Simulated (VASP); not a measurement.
# Bi (C2/m) in VASP: a series of runs, part 2 of 3

VASP 6.6.1. Earlier steps stand in the parts before.

**3. Single point, PBEsol (volume scaled by 0.94)**

INCAR

```
PREC = Accurate
ENCUT = 520
EDIFF = 1E-6
ISMEAR = -1
SIGMA = 0.05
LREAL = False
LASPH = True
NELM = 80
ALGO = Fast
ISIF = 2
LWAVE = False
LCHARG = True
GGA = PS
LELF = True
LVHAR = True
NBANDS = 22
```

KPOINTS

```
Automatic mesh
0
Gamma
  6 6 9
```

POSCAR

```
Bi
1.0
    3.4173821397     -3.0686298933      0.0000000000
    3.4173821397      3.0686298933      0.0000000000
   -1.2345086997      0.0000000000      3.0499903288
Bi
2
Direct
    0.7530610000      0.7530610000      0.8573820000
    0.2469390000      0.2469390000      0.1426180000
```

Potentials or basis: VASP PAW PBE potentials, release 64 (Bi_d).

On the command line:

```sh
cat potpaw_PBE.64/Bi_d/POTCAR > POTCAR
mpirun -np 1 vasp_std > vasp.out
```

OUTCAR:

```text
PREC = Accurate
   ENCUT = 520
   EDIFF = 1E-6
   ISMEAR = -1
   LREAL = False
   LASPH = True
   NELM = 80
   ISIF = 2
   GGA = PS

 ion  position               nearest neighbor table
   1  0.753  0.753  0.857-   2 3.15   2 3.21   2 3.21   2 3.38   2 3.86   2 3.86   2 3.91
   2  0.247  0.247  0.143-   1 3.15   1 3.21   1 3.21   1 3.38   1 3.86   1 3.86   1 3.91

  LATTYP: Found a base centered monoclinic cell.
 ALAT       =     6.8347642794
 B/A-ratio  =     0.8979475423
 C/A-ratio  =     0.4814149259
 COS(beta)  =    -0.3751898342

  Lattice vectors:

 A1 = (   3.4173821397,  -3.0686298933,   0.0000000000)
 A2 = (   3.4173821397,   3.0686298933,   0.0000000000)
 A3 = (  -1.2345086997,   0.0000000000,   3.0499903288)

Analysis of symmetry for initial positions (statically):
=====================================================================
 Subroutine PRICEL returns:
 Original cell was already a primitive cell.

 Routine SETGRP: Setting up the symmetry group for a
 base centered monoclinic supercell.

 Subroutine GETGRP returns: Found  4 space group operations
 (whereof  4 operations were pure point group operations)
 out of a pool of  4 trial point group operations.

The static configuration has the point symmetry C_2h.

Analysis of symmetry for dynamics (positions and initial velocities):
=====================================================================
 Subroutine PRICEL returns:
 Original cell was already a primitive cell.

 Routine SETGRP: Setting up the symmetry group for a
 base centered monoclinic supercell.

 Subroutine GETGRP returns: Found  4 space group operations
 (whereof  4 operations were pure point group operations)
 out of a pool of  4 trial point group operations.

The dynamic configuration has the point symmetry C_2h.

 Subroutine INISYM returns: Found  4 space group operations
 (whereof  4 operations are pure point group operations),
 and found     1 'primitive' translations

----------------------------------------------------------------------------------------

                                     Primitive cell

  volume of cell :      63.9686

  direct lattice vectors                    reciprocal lattice vectors
     3.417382140 -3.068629893  0.000000000     0.146310825 -0.162939167  0.059220511
     3.417382140  3.068629893  0.000000000     0.146310825  0.162939167  0.059220511
    -1.234508700  0.000000000  3.049990329     0.000000000  0.000000000  0.327869892

  length of vectors
     4.592928272  4.592928272  3.290357539     0.226854797  0.226854797  0.327869892

  position of ions in fractional coordinates (direct lattice)
     0.753061000  0.753061000  0.857382000
     0.246939000  0.246939000  0.142618000

  ion indices of the primitive-cell ions
   primitive index   ion index
                 1           1
                 2           2

----------------------------------------------------------------------------------------

 KPOINTS: Automatic mesh

Automatic generation of k-mesh.
 Grid dimensions read from file:
 generate k-points for:    6    6    9

 Generating k-lattice:

  Cartesian coordinates                     Fractional coordinates (reciprocal lattice)
     0.024385137 -0.027156528  0.009870085     0.166666667  0.000000000  0.000000000
     0.024385137  0.027156528  0.009870085     0.000000000  0.166666667  0.000000000
     0.000000000  0.000000000  0.036429988     0.000000000  0.000000000  0.111111111

  Length of vectors
     0.037809133  0.037809133  0.036429988

  Shift w.r.t. Gamma in fractional coordinates (k-lattice)
     0.000000000  0.000000000  0.000000000

 Subroutine IBZKPT returns following result:
 ===========================================

 Found     97 irreducible k-points:

 Following reciprocal coordinates:
            Coordinates               Weight
  0.000000  0.000000  0.000000      1.000000
  0.166667 -0.000000 -0.000000      4.000000
  0.333333  0.000000 -0.000000      4.000000
  0.500000 -0.000000  0.000000      2.000000
  0.166667  0.166667 -0.000000      2.000000
  0.333333  0.166667 -0.000000      4.000000
[... 16 lines left out ...]
 -0.333333  0.166667  0.111111      4.000000
 -0.166667  0.166667  0.111111      4.000000
 [... further k-points ...]
   k-points           NKPTS =     97   k-points in BZ     NKDIM =     97   number of bands    NBANDS=     22
   number of dos      NEDOS =    301   number of ions     NIONS =      2
   total plane-waves  NPLWV =  31104
   dimension x,y,z NGX =    36 NGY =   36 NGZ =   24
   dimension x,y,z NGXF=    72 NGYF=   72 NGZF=   48
   ions per type =               2
   NGX,Y,Z   is equivalent  to a cutoff of  13.03, 13.03, 12.13 a.u.
   NGXF,Y,Z  is equivalent  to a cutoff of  26.06, 26.06, 24.25 a.u.
 SYSTEM =  unknown system
   PREC   = accura    normal or accurate (medium, high low for compatibility)
   ISTART =      0    job   : 0-new  1-cont  2-samecut
   ICHARG =      2    charge: 1-file 2-atom 10-const
   ISPIN  =      1    spin polarized calculation?
   LNONCOLLINEAR =      F non collinear calculations
   LSORBIT =      F    spin-orbit coupling
   LASPH  =      T    aspherical Exc in radial PAW
   ENCUT  =  520.0 eV  38.22 Ry    6.18 a.u.   8.54  8.54  6.12*2*pi/ulx,y,z
   NELM   =     80;   NELMIN=  2; NELMDL= -5     # of ELM steps
   EDIFF  = 0.1E-05   stopping-criterion for ELM
   LREAL  =      F    real-space projection
   EDIFFG = 0.1E-04   stopping-criterion for IOM
   NSW    =      0    number of steps for IOM
   IBRION =     -1    ionic relax: 0-MD 1-quasi-New 2-CG
   NFREE  =      0    steps in history (QN), initial steepest desc. (CG)
   ISIF   =      2    stress and relaxation
   ISYM   =      2    0-nonsym 1-usesym 2-fastsym
   POTIM  = 0.5000    time-step for ionic-motion
   TEBEG  =    0.0;   TEEND  =   0.0 temperature during run
   PSTRESS=    0.0 pullay stress
   NELECT =      30.0000    total number of electrons
   NUPDOWN=      -1.0000    fix difference up-down
   EMIN   =  10.00;   EMAX   =-10.00  energy-range for DOS
   EFERMI =   0.00;   METHOD = LEGACY
   ISMEAR =    -1;   SIGMA  =   0.05  broadening in eV -4-tet -1-fermi 0-gaus
   EFERMI_NEDOS =   21; number of points for ismear=-14 and -15
   IALGO  =     68    algorithm
   IMIX   =      4    mixing-type and parameters
     AMIX     =   0.40;   BMIX     =  1.00
     AMIX_MAG =   1.60;   BMIX_MAG =  1.00
  volume/ion in A,a.u.               =      31.98       215.84
  Fermi-wavevector in a.u.,A,eV,Ry     =   1.271920  2.403580 22.011235  1.617780
  Thomas-Fermi vector in A             =   2.404827
   LORBIT       =      0    0 simple, 1 ext, 2 COOP (PROOUT), +10 PAW based schemes
   GGA     = PS    functional components
   LHFCALC =     F    Hartree Fock is set to
   AEXX    =    0.0000 exact exchange contribution
   IVDW    =     0    specifies the selected vdW correction
   LEPSILON=     F    determine dielectric tensor
   LRPA    =     F    only Hartree local field effects (RPA)
 non-spin polarized calculation
 RMM-DIIS sequential band-by-band and
  energy-cutoff  :      520.00
  volume of cell :       63.97
 maximum number of plane-waves:      1743
 NGX is ok and might be reduce to    36
   NGX = 17   NGY = 17   NGZ = 13

 number of electron      30.0000005 magnetization

 Free energy of the ion-electron system (eV)
  ---------------------------------------------------
  ext. energy  EPLUGINS =         0.00000000
  ---------------------------------------------------
  free energy    TOTEN  =        -8.56493434 eV

  energy without entropy =       -8.55704061  energy(sigma->0) =       -8.56098748

 E-fermi :   7.3618     XC(G=0): -10.2287

 val. band max:        7.3458370897   @ k =   0.1667   0.1667  -0.0000
 cond. band min:       7.4252603947   @ k =  -0.3333  -0.3333   0.2222
 fundamental gap:      0.0794233050
 Fermi energy:         7.3617809321

 k-point     1 :       0.0000    0.0000    0.0000
  band No.  band energies     occupation
      1     -15.6317      2.00000
      2     -15.5913      2.00000
      3     -15.5408      2.00000
      4     -15.5135      2.00000
      5     -15.4059      2.00000
      6     -15.3787      2.00000
[... 14 lines left out ...]
     21      15.8039      0.00000
     22      16.3196      0.00000

 k-point     2 :       0.1667   -0.0000   -0.0000
  band No.  band energies     occupation
      1     -15.6132      2.00000
      2     -15.5935      2.00000
      3     -15.5459      2.00000
      4     -15.4991      2.00000
      5     -15.4030      2.00000
      6     -15.3833      2.00000
[... 542 lines left out ...]
 k-point    24 :      -0.1667    0.1667    0.1111
  band No.  band energies     occupation
      1     -15.5927      2.00000
      2     -15.5690      2.00000
      3     -15.5356      2.00000
      4     -15.4807      2.00000
      5     -15.3992      2.00000
      6     -15.3895      2.00000
[... 14 lines left out ...]
     21      16.6539      0.00000
     22      16.8496      0.00000

 [... further k-points ...]
[... 5 lines left out ...]
  --------------------------------------------------------------------------------------
  -------------------------------------------------------------------------------------
  Total        0.2577392     -0.0525290      0.5438374      0.0000000      0.0000000     -0.0762624
  in kB        6.4554207     -1.3156585     13.6211312      0.0000000      0.0000000     -1.9100921
  external PRESSURE =       6.2536311 kB  Pullay stress =       0.0000000 kB

 VOLUME and BASIS-vectors are now :
 -----------------------------------------------------------------------------
  energy-cutoff  :      520.00
  volume of cell :       63.97
      direct lattice vectors                 reciprocal lattice vectors
     3.417382140 -3.068629893  0.000000000     0.146310825 -0.162939167  0.059220511
     3.417382140  3.068629893  0.000000000     0.146310825  0.162939167  0.059220511
    -1.234508700  0.000000000  3.049990329     0.000000000  0.000000000  0.327869892

 POSITION                                       TOTAL-FORCE (eV/Angst)
 -----------------------------------------------------------------------------------
      4.08855      0.00000      2.61501        -0.021937      0.000000     -0.024577
      1.51171      0.00000      0.43498         0.021937      0.000000      0.024577
 -----------------------------------------------------------------------------------
    total drift:                               -0.000000      0.000000      0.000000

  FREE ENERGIE OF THE ION-ELECTRON SYSTEM (eV)
  ---------------------------------------------------
  free  energy   TOTEN  =        -8.5649343428 eV

  energy  without entropy=       -8.5570406120  energy(sigma->0) =       -8.56098748
```

OSZICAR:

```text
N       E                     dE             d eps       ncg     rms          rms(c)
DAV:   1     0.305190557320E+03    0.30519E+03   -0.16190E+04  4268   0.168E+03
DAV:   2     0.169361840295E+02   -0.28825E+03   -0.28098E+03  4346   0.444E+02
DAV:   3    -0.770579025834E+01   -0.24642E+02   -0.24332E+02  5198   0.141E+02
DAV:   4    -0.854324158208E+01   -0.83745E+00   -0.83695E+00  5262   0.284E+01
DAV:   5    -0.857835281569E+01   -0.35111E-01   -0.35110E-01  6096   0.525E+00    0.839E-01
RMM:   6    -0.856770379539E+01    0.10649E-01   -0.18495E-02  5033   0.149E+00    0.482E-01
RMM:   7    -0.856470401398E+01    0.29998E-02   -0.15019E-02  4917   0.120E+00    0.112E-01
RMM:   8    -0.856483254560E+01   -0.12853E-03   -0.35262E-03  5841   0.631E-01    0.181E-02
RMM:   9    -0.856492986876E+01   -0.97323E-04   -0.10673E-03  7193   0.253E-01    0.221E-02
RMM:  10    -0.856494920342E+01   -0.19335E-04   -0.14200E-04  7155   0.952E-02    0.325E-02
RMM:  11    -0.856493338329E+01    0.15820E-04   -0.30628E-05  5223   0.711E-02    0.780E-03
RMM:  12    -0.856493416651E+01   -0.78323E-06   -0.10383E-05  4606   0.234E-02    0.731E-03
RMM:  13    -0.856493434276E+01   -0.17624E-06   -0.13968E-06  2776   0.123E-02
   1 F= -.85649343E+01 E0= -.85609875E+01  d E =-.789373E-02
```

It took 37 s on 1 thread of Intel Xeon 6975P-C (Granite Rapids), shared host; peak memory 0.24 GiB.

Results:

```yaml
Free_energy: -8.5649 eV
Pressure: 0.6 GPa
Largest_force: 0.033 eV/Å
Band_gap_on_the_k_mesh: zero (band 15 reaches 10.67 eV, above the bottom of band 16 at 5.50 eV)
```

Forces on the atoms (eV/Å):
```
Bi  -0.022  0.000 -0.025
Bi   0.022  0.000  0.025
```

Levels at points of the mesh, in eV from the Fermi level:
```
           k point  band 11  band 12  band 13  band 14  band 15  band 16  band 17  band 18  band 19  band 20
(0.00, 0.00, 0.00)   -13.55    -9.14    -3.33    -3.03     2.59     3.21     3.94     4.38     4.56     7.04
(0.50, 0.00, 0.00)   -11.97   -11.74    -1.23    -1.02    -0.79    -0.77     3.57     4.81     7.84     8.52
(0.50, 0.50, 0.00)   -11.48   -11.19    -5.34    -5.32     3.29     4.08     5.57     5.97     9.28    10.13
```

Caveat: the PAW data sets were made with another functional, which shifts forces and pressure a little; spin-orbit coupling is left out, which moves the levels of the heavy elements.

**4. Single point, LDA (volume scaled by 0.96)**

INCAR

```
SYSTEM = Bi
PREC = Accurate
ENCUT = 520
EDIFF = 1E-6
ISMEAR = -1
SIGMA = 0.05
LREAL = .False.
LASPH = .True.
NELM = 100
ALGO = Fast
ISIF = 2
LWAVE = .False.
LCHARG = .False.
GGA = CA
NBANDS = 22
```

KPOINTS

```
regular mesh
0
Gamma
  6 6 9
  0 0 0
```

POSCAR

```
Bi
1.0
    3.4414490040     -3.0902406750      0.0000000000
    3.4414490040      3.0902406750      0.0000000000
   -1.2432027094      0.0000000000      3.0714698416
Bi
2
Direct
    0.7530610000      0.7530610000      0.8573820000
    0.2469390000      0.2469390000      0.1426180000
```

Potentials or basis: VASP PAW LDA potentials, release 64 (Bi_d).

On the command line:

```sh
cat potpaw_LDA.64/Bi_d/POTCAR > POTCAR
mpirun -np 1 vasp_std > vasp.out
```

Wall time 40 s (1 thread of Intel Xeon 6975P-C (Granite Rapids), shared host); peak memory 0.22 GiB.

It converged, with:

```
Free energy            : -9.0666 eV
Pressure               : -1.7 GPa
Largest force          : 0.028 eV/Å
Band gap on the k mesh : zero (band 15 reaches 10.25 eV, above the bottom of band 16 at 5.22 eV)
```

Forces in eV/Å, atoms in the order of the input:
```
Bi   0.024  0.000  0.015
Bi  -0.024  0.000 -0.015
```

Stress tensor (GPa, compression positive):
```
-1.64  0.00 -0.17
 0.00 -2.46  0.00
-0.17  0.00 -1.11
```

Levels at points of the mesh, in eV from the Fermi level:
| k point | band 11 | band 12 | band 13 | band 14 | band 15 | band 16 | band 17 | band 18 | band 19 | band 20 |
| --- | --- | --- | --- | --- | --- | --- | --- | --- | --- | --- |
| (0.00, 0.00, 0.00) | -13.38 | -9.16 | -3.23 | -2.94 | 2.73 | 3.13 | 3.83 | 4.25 | 4.42 | 7.03 |
| (0.50, 0.00, 0.00) | -11.86 | -11.64 | -1.18 | -0.99 | -0.76 | -0.74 | 3.49 | 4.68 | 7.85 | 8.50 |
| (0.50, 0.50, 0.00) | -11.40 | -11.13 | -5.17 | -5.15 | 3.22 | 4.00 | 5.39 | 5.77 | 9.19 | 10.14 |

Caveat: spin-orbit coupling is left out, which moves the levels of the heavy elements.

**5. Single point, PBEsol (volume scaled by 0.96)**

INCAR

```
ALGO = Fast ; EDIFF = 1E-6
ENCUT = 520 ; GGA = PS
ISIF = 2 ; ISMEAR = -1
LASPH = True ; LCHARG = False
LREAL = False ; LWAVE = False
NBANDS = 22 ; NELM = 60
PREC = Accurate ; SIGMA = 0.05
```

KPOINTS

```
k-points
0
Gamma
  6 6 9
```

POSCAR is that of step 4.

Potentials or basis: VASP PAW PBE potentials, release 64 (Bi_d).

On the command line:

```sh
cat potpaw_PBE.64/Bi_d/POTCAR > POTCAR
mpirun -np 1 vasp_std > vasp.out
```

Wall time 44 s (1 thread of Intel Xeon 6975P-C (Granite Rapids), shared host); peak memory 0.25 GiB.

The run converged. Its results:

```yaml
Free_energy: -8.5659 eV
Pressure: -0.5 GPa
Largest_force: 0.007 eV/Å
Band_gap_on_the_k_mesh: zero (band 15 reaches 10.35 eV, above the bottom of band 16 at 5.29 eV)
```

Forces in eV/Å, atoms in the order of the input:
```
Bi   0.004  0.000 -0.006
Bi  -0.004  0.000  0.006
```

Stress tensor (GPa, compression positive):
```
-0.50  0.00 -0.20
 0.00 -1.29  0.00
-0.20  0.00  0.16
```

Levels at points of the mesh, in eV from the Fermi level:
```tsv
k point	band 13	band 14	band 15	band 16	band 17	band 18
(0.00, 0.00, 0.00)	-3.23	-2.94	2.64	3.16	3.87	4.29
(0.50, 0.00, 0.00)	-1.19	-1.00	-0.77	-0.74	3.51	4.72
(0.50, 0.50, 0.00)	-5.19	-5.18	3.24	4.01	5.44	5.82
```

Caveat: the PAW data sets were made with another functional, which shifts forces and pressure a little; spin-orbit coupling is left out, which moves the levels of the heavy elements.

(Part 2 of 3 ends here.)
